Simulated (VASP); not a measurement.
Here is a VASP 6.6.1 calculation.

File INCAR:

```
SYSTEM = MgCd3Te4
ALGO     = Normal         ! electronic algorithm
EDIFF    = 1E-7           ! SCF threshold, eV
ENCUT    = 520            ! plane-wave cutoff, eV
GGA      = PE             ! functional
ISIF     = 2              ! what is computed and relaxed
ISMEAR   = 0              ! smearing method
LASPH    = .True.         ! aspherical terms in the spheres
LCHARG   = .False.        ! write CHGCAR
LREAL    = .False.        ! projectors in reciprocal space
LWAVE    = .False.        ! write WAVECAR
NBANDS   = 41             ! bands
NELM     = 100            ! most SCF steps
PREC     = Accurate       ! precision mode
SIGMA    = 0.02           ! smearing width, eV
```

KPOINTS

```
k-points
0
Gamma
  6 6 2
  0 0 0
```

The input POSCAR:

```
MgCd3Te4
1.0
    4.6605771203      0.0000000289      0.0000000000
   -2.3302885851      4.0361781680      0.0000000000
    0.0000000000      0.0000000000     15.2376581000
Mg Cd Te
1 3 4
Direct
    0.3333333333      0.6666666667      0.4972790000
    0.3333333333      0.6666666667      0.9989420000
    0.6666666667      0.3333333333      0.2513670000
    0.6666666667      0.3333333333      0.7471570000
    0.3333333333      0.6666666667      0.1873180000
    0.3333333333      0.6666666667      0.6829070000
    0.6666666667      0.3333333333      0.4396660000
    0.6666666667      0.3333333333      0.9353650000
```

Potentials or basis: VASP PAW PBE potentials, release 64 (Mg, Cd, Te).

Run with:

```sh
$ cat potpaw_PBE.64/Mg/POTCAR potpaw_PBE.64/Cd/POTCAR potpaw_PBE.64/Te/POTCAR > POTCAR
$ mpirun -np 1 vasp_std > vasp.out
```

(1) Estimate the band gap on the k mesh.

(2) What does it give for the pressure?

(3) Estimate the largest force.

## Answers

(1) 0.90 eV.

(2) 0.1 GPa.

(3) 0.016 eV/Å.

Caveat: spin-orbit coupling is left out, which moves the levels of the heavy elements.
